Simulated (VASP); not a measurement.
A run of VASP 6.6.1 is set up as follows.

File INCAR:

```
SYSTEM = Ta
PREC     = Accurate       ! precision mode
ENCUT    = 600            ! plane-wave cutoff, eV
EDIFF    = 1E-6           ! SCF threshold, eV
ISMEAR   = 0              ! smearing method
SIGMA    = 0.1            ! smearing width, eV
LREAL    = .FALSE.        ! projectors in reciprocal space
LASPH    = .TRUE.         ! aspherical terms in the spheres
NELM     = 80             ! most SCF steps
ALGO     = Normal         ! electronic algorithm
ISIF     = 3              ! what is computed and relaxed
LWAVE    = .FALSE.        ! write WAVECAR
LCHARG   = .FALSE.        ! write CHGCAR
GGA      = PE             ! functional
IBRION   = 2              ! ionic algorithm
NSW      = 80             ! ionic steps
EDIFFG   = -0.005         ! ionic threshold
```

KPOINTS

```
Automatic mesh
0
G
  16 16 16
  0 0 0
```

File POSCAR:

```
Ta
1.0
   -1.6550000000      1.6550000000      1.6550000000
    1.6550000000     -1.6550000000      1.6550000000
    1.6550000000      1.6550000000     -1.6550000000
Ta
1
Direct
    0.0000000000      0.0000000000      0.0000000000
```

Potentials or basis: VASP PAW PBE potentials, release 64 (Ta_pv).

Run with:

```bash
$ cat potpaw_PBE.64/Ta_pv/POTCAR > POTCAR
$ mpirun -np 1 vasp_std > vasp.out
```

(1) Estimate the space group after relaxing (to 0.05 Å).

(2) What does it give for the relaxed cell?

Answers

(1) Im-3m (No. 229).

(2) a = 2.876 Å, b = 2.876 Å, c = 2.876 Å, α = 109.47°, β = 109.47°, γ = 109.47°.
